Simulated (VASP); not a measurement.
Set up this calculation in VASP 6.6.1, as the native input.

```yaml
Task: single point
Functional: PBE
Potentials_or_basis: VASP PAW PBE potentials, release 64 (Sn_d, Se)
Cutoff: 520 eV
k_mesh: 14 × 14 × 14
Occupations: fermi-dirac, width 0.1 eV
Spin: collinear spin, ferromagnetic start
Starting_moments: "[2.0, 3.0] μB"
Dipole_correction: no
Further_INCAR_settings: ALGO = Normal; EDIFF = 1e-07; NBANDS = 21
```

The structure of SnSe (CsCl type) lies in POSCAR:

```
SnSe
1.0
    3.5530453906      0.0000000000      0.0000000000
    0.0000000000      3.5530453906      0.0000000000
    0.0000000000      0.0000000000      3.5530453906
Sn Se
1 1
Direct
    0.0000000000      0.0000000000      0.0000000000
    0.5000000000      0.5000000000      0.5000000000
```

The input as run:

INCAR

```
ALGO     = Normal         # electronic algorithm
EDIFF    = 1E-7           # SCF threshold, eV
ENCUT    = 520            # plane-wave cutoff, eV
GGA      = PE             # functional
ISIF     = 2              # what is computed and relaxed
ISMEAR   = -1             # smearing method
ISPIN    = 2              # spin polarisation
LASPH    = True           # aspherical terms in the spheres
LCHARG   = False          # write CHGCAR
LORBIT   = 11             # projections on sites
LREAL    = False          # projectors in reciprocal space
LWAVE    = False          # write WAVECAR
MAGMOM   = 2 3            # initial moments
NBANDS   = 21             # bands
NELM     = 150            # most SCF steps
PREC     = Accurate       # precision mode
SIGMA    = 0.1            # smearing width, eV
```

KPOINTS

```
k-points
0
Gamma
  14 14 14
```

Potentials or basis: VASP PAW PBE potentials, release 64 (Sn_d, Se).

Run with:

```console
$ cat potpaw_PBE.64/Sn_d/POTCAR potpaw_PBE.64/Se/POTCAR > POTCAR
$ mpirun -np 1 vasp_std > vasp.out
```

It gave:

```
Pressure                                              : 6.4 GPa
Band gap on the k mesh                                : zero (filled and empty bands overlap)
Net moment                                            : 0.00 μB per cell
Valence electrons inside the program's atomic spheres : Sn 12.07; Se 3.80
```

Caveat: spin-orbit coupling is left out, which moves the levels of the heavy elements.

Run time: 77 s on 1 thread of Intel(R) Xeon(R) 6975P-C (Granite Rapids), on a shared host, peak memory 0.29 GiB.
